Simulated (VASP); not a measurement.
Wanted: the native input for a VASP 6.6.1 run.

```yaml
Task: single point
Functional: PBEsol
Potentials_or_basis: VASP PAW PBE potentials, release 64 (Zr_sv)
Cutoff: 520 eV
k_mesh: 18 × 18 × 10
Occupations: gaussian, width 0.15 eV
Spin: no spin polarisation
Dipole_correction: no
Further_INCAR_settings: ALGO = Fast; EDIFF = 1e-07; NBANDS = 19
```

The structure of Zr lies in POSCAR:

```
Zr
1.0
    3.1309313956      0.0000000000      0.0000000000
   -1.5654656978      2.7114661261      0.0000000000
    0.0000000000      0.0000000000      5.4846547126
Zr
2
Direct
    0.3333333333      0.6666666667      0.2500000000
    0.6666666667      0.3333333333      0.7500000000
```

This cell differs from its parent crystal: ratio of the length along z to the lengths across it x 1.1, volume and fractional coordinates fixed.

These files were run (other wordings do the same):

INCAR

```
SYSTEM = Zr
PREC = Accurate
ENCUT = 520
EDIFF = 1E-7
ISMEAR = 0
SIGMA = 0.15
LREAL = .False.
LASPH = .True.
NELM = 60
ALGO = Fast
ISIF = 2
LWAVE = .False.
LCHARG = .False.
GGA = PS
NBANDS = 19
```

KPOINTS

```
Automatic mesh
0
Gamma
  18 18 10
  0 0 0
```

Potentials or basis: VASP PAW PBE potentials, release 64 (Zr_sv).

Run with:

```sh
$ cat potpaw_PBE.64/Zr_sv/POTCAR > POTCAR
$ mpirun -np 1 vasp_std > vasp.out
```

Results of the run:

```json
{"Pressure": "-3.7 GPa", "Band gap on the k mesh": "zero (band 12 reaches 9.34 eV, above the bottom of band 13 at 8.54 eV)"}
```

Caveat: the PAW data sets were made with another functional, which shifts forces and pressure a little.

Wall time 2.5 min on 1 thread of Intel(R) Xeon(R) 6975P-C (Granite Rapids), on a shared host, peak memory 0.27 GiB.
